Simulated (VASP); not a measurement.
A run of VASP 6.6.1 is set up as follows.

INCAR

```
SYSTEM = RbSb4F13
PREC = Accurate ; ENCUT = 520
EDIFF = 1E-8 ; ISMEAR = 0
SIGMA = 0.01 ; LREAL = Auto
LASPH = .True. ; NELM = 100
ALGO = Normal ; ISIF = 2
LWAVE = .False. ; LCHARG = .False.
GGA = PE ; LEFG = .True.
NBANDS = 75
```

The input KPOINTS:

```
regular mesh
0
Gamma
  4 4 4
  0 0 0
```

Contents of POSCAR:

```
RbSb4F13
1.0
   -4.8175000000      4.8175000000      3.2815000000
    4.8175000000     -4.8175000000      3.2815000000
    4.8175000000      4.8175000000     -3.2815000000
Rb Sb F
1 4 13
Direct
    0.5000000000      0.5000000000      0.0000000000
    0.0063141333      0.2771267468      0.2834408801
    0.2771267468      0.9936858667      0.2708126135
    0.9936858667      0.7228732532      0.7165591199
    0.7228732532      0.0063141333      0.7291873865
    0.0000000000      0.0000000000      0.0000000000
    0.5614392778      0.8765557881      0.4379950659
    0.8765557881      0.4385607222      0.3151165103
    0.4385607222      0.1234442119      0.5620049341
    0.1234442119      0.5614392778      0.6848834897
    0.4301501418      0.3345581499      0.3207676869
    0.3345581499      0.0137904630      0.9044080081
    0.0137904630      0.1093824549      0.6792323131
    0.1093824549      0.4301501418      0.0955919919
    0.5698498582      0.6654418501      0.6792323131
    0.6654418501      0.9862095370      0.0955919919
    0.9862095370      0.8906175451      0.3207676869
    0.8906175451      0.5698498582      0.9044080081
```

Potentials or basis: VASP PAW PBE potentials, release 64 (Rb_sv, Sb, F).

Command:

```bash
$ cat potpaw_PBE.64/Rb_sv/POTCAR potpaw_PBE.64/Sb/POTCAR potpaw_PBE.64/F/POTCAR > POTCAR
$ mpirun -np 1 vasp_std > vasp.out
```

**Question.** What does it give for the band gap on the k mesh?

**Answer.** 4.73 eV, indirect (least direct gap 4.77 eV).

**Question.** Predict the pressure.

**Answer.** 1.2 GPa.

**Question.** Estimate the largest force.

**Answer.** 0.039 eV/Å.

Forces on the atoms (eV/Å):
```
Rb   0.000  0.000  0.000
Sb   0.003 -0.014  0.000
Sb   0.014  0.003  0.000
Sb  -0.003  0.014  0.000
Sb  -0.014 -0.003  0.000
F    0.000  0.000  0.000
F    0.028  0.027  0.000
F   -0.027  0.028  0.000
F   -0.028 -0.027  0.000
F    0.027 -0.028  0.000
F   -0.001  0.000 -0.020
F    0.000 -0.001 -0.020
F    0.001  0.000 -0.020
F    0.000  0.001 -0.020
F    0.001  0.000  0.020
F    0.000  0.001  0.020
F   -0.001  0.000  0.020
F    0.000 -0.001  0.020
```

Caveat: without QUAD_EFG the Cq values of the log hold for a quadrupole moment of 1 mb, not for the nuclei; spin-orbit coupling is left out, which moves the levels of the heavy elements. A k mesh can miss the band edges.
